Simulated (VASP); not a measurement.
# Sb (P6/mmm) in VASP: a series of runs, part 2 of 2

VASP 6.6.1.

**3. Relaxation of cell and atoms, PBE, target pressure 220 GPa, at which the enthalpy is minimised**

This run uses another cell than the first one, of 13.45 Å³/atom.

The input, INCAR:

```
SYSTEM = Sb
ALGO = Normal
EDIFF = 1E-6
EDIFFG = -0.005
ENCUT = 600
GGA = PE
IBRION = 2
ISIF = 3
ISMEAR = -1
LASPH = .True.
LCHARG = .False.
LREAL = .False.
LWAVE = .False.
NELM = 100
NSW = 32
PREC = Accurate
PSTRESS = 2200.0
SIGMA = 0.1
```

The input, KPOINTS:

```
k-points
0
Gamma
  9 9 12
  0 0 0
```

The input, POSCAR:

```
Sb
1.0
    4.2854551815      0.0000000000      0.0000000000
   -2.1427275908      3.7113130540      0.0000000000
    0.0000000000      0.0000000000      2.5373975541
Sb
3
Direct
    0.0000000000      0.0000000000      0.0000000000
    0.3333333333      0.6666666667      0.5000000000
    0.6666666667      0.3333333333      0.5000000000
```

Potentials or basis: VASP PAW PBE potentials, release 64 (Sb).

Launch:

```console
$ cat potpaw_PBE.64/Sb/POTCAR > POTCAR
$ mpirun -np 1 vasp_std > vasp.out
```

OUTCAR:

```text
SYSTEM = Sb
   EDIFF = 1E-6
   EDIFFG = -0.005
   ENCUT = 600
   GGA = PE
   IBRION = 2
   ISIF = 3
   ISMEAR = -1
   LASPH = .True.
   LREAL = .False.
   NELM = 100
   NSW = 32
   PREC = Accurate
   PSTRESS = 2200.0

 ion  position               nearest neighbor table
   1  0.000  0.000  0.000-   2 2.78   3 2.78   2 2.78   3 2.78   3 2.78   3 2.78   2 2.78   2 2.78
                             3 2.78   3 2.78   2 2.78   2 2.78
   2  0.333  0.667  0.500-   3 2.47   3 2.47   3 2.47   1 2.78   1 2.78   1 2.78   1 2.78   1 2.78
                             1 2.78   3 3.54   3 3.54   3 3.54   3 3.54   3 3.54   3 3.54
   3  0.667  0.333  0.500-   2 2.47   2 2.47   2 2.47   1 2.78   1 2.78   1 2.78   1 2.78   1 2.78
                             1 2.78   2 3.54   2 3.54   2 3.54   2 3.54   2 3.54   2 3.54

  LATTYP: Found a hexagonal cell.
 ALAT       =     4.2854551815
 C/A-ratio  =     0.5920952260

  Lattice vectors:

 A1 = (   4.2854551815,   0.0000000000,   0.0000000000)
 A2 = (  -2.1427275908,   3.7113130540,   0.0000000000)
 A3 = (   0.0000000000,   0.0000000000,   2.5373975541)

Analysis of symmetry for initial positions (statically):
=====================================================================
 Subroutine PRICEL returns:
 Original cell was already a primitive cell.

 Routine SETGRP: Setting up the symmetry group for a
 hexagonal supercell.

 Subroutine GETGRP returns: Found 24 space group operations
 (whereof 24 operations were pure point group operations)
 out of a pool of 24 trial point group operations.

The static configuration has the point symmetry D_6h.

Analysis of symmetry for dynamics (positions and initial velocities):
=====================================================================
 Subroutine PRICEL returns:
 Original cell was already a primitive cell.

 Routine SETGRP: Setting up the symmetry group for a
 hexagonal supercell.

 Subroutine GETGRP returns: Found 24 space group operations
 (whereof 24 operations were pure point group operations)
 out of a pool of 24 trial point group operations.

[... 141 lines left out ...]
--------------------------------------- Ionic step        1  -------------------------------------------

 number of electron      15.0000000 magnetization

 Free energy of the ion-electron system (eV)
  ---------------------------------------------------
  ext. energy  EPLUGINS =         0.00000000
  ---------------------------------------------------
  free energy    TOTEN  =         3.36272959 eV

  energy without entropy =        3.39460035  energy(sigma->0) =        3.37866497

------------------------ aborting loop because EDIFF is reached ----------------------------------------

  FORCE on cell =-STRESS in cart. coord.  units (eV):
  Direction    XX          YY          ZZ          XY          YZ          ZX
  --------------------------------------------------------------------------------------
  -------------------------------------------------------------------------------------
  Total       56.8094095     56.8094095     56.7956863     -0.0000000      0.0000000      0.0000000
  in kB     2255.3699699   2255.3699700   2254.8251500     -0.0000000      0.0000000      0.0000000
  external PRESSURE =      55.1883633 kB  Pullay stress =    2200.0000000 kB
[... 104 lines left out ...]
--------------------------------------- Ionic step        4  -------------------------------------------

 number of electron      15.0000000 magnetization

 Free energy of the ion-electron system (eV)
  ---------------------------------------------------
  ext. energy  EPLUGINS =         0.00000000
  ---------------------------------------------------
  free energy    TOTEN  =         2.99115293 eV

  energy without entropy =        3.02313890  energy(sigma->0) =        3.00714591

 E-fermi :  21.3743     XC(G=0): -13.5072

 val. band max:       21.3742312165   @ k =   0.4444   0.1111   0.1667
 cond. band min:      21.4283407738   @ k =   0.4444   0.1111   0.3333
 fundamental gap:      0.0541095572
 Fermi energy:        21.3743046427

 k-point     1 :       0.0000    0.0000    0.0000
  band No.  band energies     occupation
      1       0.2025      2.00000
      2      12.1596      2.00000
      3      12.2077      2.00000
      4      12.7406      2.00000
      5      12.7406      2.00000
      6      12.9433      2.00000
      7      12.9433      2.00000
      8      23.4436      0.00000
      9      28.4313      0.00000
     10      31.5640      0.00000
     11      32.3693      0.00000
[... 309 lines left out ...]
 k-point    24 :       0.3333    0.3333    0.0833
  band No.  band energies     occupation
      1       4.4490      2.00000
      2       4.4490      2.00000
      3       4.6030      2.00000
      4      16.7977      2.00000
      5      16.9350      2.00000
      6      16.9350      2.00000
      7      25.2743      0.00000
      8      25.2743      0.00000
      9      25.6366      0.00000
     10      26.1048      0.00000
     11      26.2538      0.00000

 [... further k-points ...]

------------------------ aborting loop because EDIFF is reached ----------------------------------------

  FORCE on cell =-STRESS in cart. coord.  units (eV):
  Direction    XX          YY          ZZ          XY          YZ          ZX
  --------------------------------------------------------------------------------------
  -------------------------------------------------------------------------------------
  Total       55.7785496     55.7785496     55.7790296     -0.0000000      0.0000000     -0.0000000
  in kB     2199.8724202   2199.8724203   2199.8913513     -0.0000000      0.0000000     -0.0000000
  external PRESSURE =      -0.1212694 kB  Pullay stress =    2200.0000000 kB
[... 22 lines left out ...]
  energy  without entropy=        3.0231388976  energy(sigma->0) =        3.00714591

  enthalpy is  TOTEN    =        58.7729373996 eV   P V=       55.7817844730

 reached required accuracy - stopping structural energy minimisation
```

Wall time 1.9 min (1 thread of Intel Xeon 8259CL, shared host); peak memory 0.2 GiB.

Results:

```
Free energy                                                : 2.9912 eV
Relaxed volume                                             : 13.54 Å³/atom
Relaxed cell                                               : a = 4.295 Å, b = 4.295 Å, c = 2.543 Å, α = 90.00°, β = 90.00°, γ = 120.00°
Space group after relaxing (to 0.1 Å)                      : P6/mmm (No. 191)
Energy change on relaxing (the run minimises the enthalpy) : -123.9 meV/atom
Ionic steps                                                : 4
Pressure after relaxing                                    : 220.0 GPa
```

The path:
```tsv
step	energy change (eV)	largest force (eV/Å)	pressure (GPa)	volume (Å³)
1	0.0000	0.0000	225.52	40.36
2	-3.4375	0.0000	174.89	43.12
3	-0.3828	0.0000	219.83	40.63
4	-0.3716	0.0000	219.99	40.62
```

Final structure:
```
CELL_PARAMETERS angstrom
4.29493 0.00000 0.00000
-2.14746 3.71952 0.00000
0.00000 0.00000 2.54295
ATOMIC_POSITIONS crystal
Sb 0.00000 0.00000 0.00000
Sb 0.33333 0.66667 0.50000
Sb 0.66667 0.33333 0.50000
```

Levels at points of the mesh, in eV from the Fermi level:
| k point | band 4 | band 5 | band 6 | band 7 | band 8 | band 9 | band 10 | band 11 |
| --- | --- | --- | --- | --- | --- | --- | --- | --- |
| (0.00, 0.00, 0.00) | -8.63 | -8.63 | -8.43 | -8.43 | 2.07 | 7.06 | 10.19 | 10.99 |
| (0.00, 0.00, 0.50) | -4.60 | -4.60 | -4.19 | -2.62 | -2.62 | -2.34 | -1.29 | -0.97 |

Caveat: the cell is relaxed towards a set pressure, so the run minimises the enthalpy, not the energy; the highest band is partly filled, so the run has too few bands; spin-orbit coupling is left out, which moves the levels of the heavy elements.
